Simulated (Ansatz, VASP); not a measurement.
CoGe2Ru: VASP beside Ansatz

Contents of INCAR:

```
PREC = Accurate
ENCUT = 520
EDIFF = 1E-6
ISMEAR = 0
SIGMA = 0.2
LREAL = False
LASPH = True
NELM = 60
ALGO = Normal
ISIF = 2
LWAVE = False
LCHARG = False
GGA = PE
NBANDS = 61
```

The input KPOINTS:

```
regular mesh
0
Gamma
  6 4 6
```

Contents of POSCAR:

```
CoGe2Ru
1.0
    3.7722178000      0.0000000000      0.0000000000
    0.0000000000      0.0000000000     -4.9847787000
   -1.8861089000      6.2581916000      0.0000000000
Co Ge Ru
2 4 2
Direct
    0.0000000000      0.0000000000      0.0000000000
    0.0000000000      0.5000000000      0.0000000000
    0.8345540000      0.2500000000      0.6691080000
    0.1654460000      0.7500000000      0.3308920000
    0.5605190000      0.2500000000      0.1210380000
    0.4394810000      0.7500000000      0.8789620000
    0.8067540000      0.7500000000      0.6135080000
    0.1932460000      0.2500000000      0.3864920000
```

Input for Ansatz:

```yaml
crystal:
  lattice:
    - [3.7722178, 0.0, 0.0]
    - [0.0, 0.0, -4.9847787]
    - [-1.8861089, 6.2581916, 0.0]
  atoms:
    - { symbol: Co, position: [0.0, 0.0, 0.0] }
    - { symbol: Co, position: [0.0, 0.5, 0.0] }
    - { symbol: Ge, position: [0.834554, 0.25, 0.669108] }
    - { symbol: Ge, position: [0.165446, 0.75, 0.330892] }
    - { symbol: Ge, position: [0.560519, 0.25, 0.121038] }
    - { symbol: Ge, position: [0.439481, 0.75, 0.878962] }
    - { symbol: Ru, position: [0.806754, 0.75, 0.613508] }
    - { symbol: Ru, position: [0.193246, 0.25, 0.386492] }
basis:
  ecutwfc: 420
kpoints:
  mp_grid: { grid: [6, 4, 6] }
hamiltonian:
  xc: pbe
scf:
  occupations: { method: gaussian, width: 0.2 }
  lower_state_search: "off"
output:
  forces: true
  stress: true
  eigenvalues: true
```

Alike in both runs: task single point; functional PBE; k mesh 6 × 4 × 6; occupations gaussian, width 0.2 eV; no spin polarisation.

|  | VASP | Ansatz |
| --- | --- | --- |
| version | VASP 6.6.1 | Ansatz 0.2.0 |
| potentials or method | VASP PAW PBE potentials, release 64 (Co, Ge_d, Ru_pv), cutoff 520 eV | scalar-relativistic, plane waves, PAW |
| valence electrons in the cell | 102 | 122 |

Ansatz gave:

```
gap on the k mesh at the Fermi level (eV)                     : none
pressure (GPa)                                                : 0.1
traceless stress, the component that is largest in VASP (GPa) : -0.05
rms of the force components (eV/Å)                            : 0.020
```

**Question.** Which values does VASP return?

**Answer.** gap on the k mesh at the Fermi level (eV): none; pressure (GPa): 0.1; traceless stress, the component that is largest in VASP (GPa): -0.07; rms of the force components (eV/Å): 0.022.

Atom by atom the forces differ by 0.003 eV/Å (rms over components). A gap of «none» marks a metal or a gap that the smearing closes. VASP's potentials hold 102 valence electrons a cell and Ansatz's 122, so a difference there can come from the potentials and not from the codes.
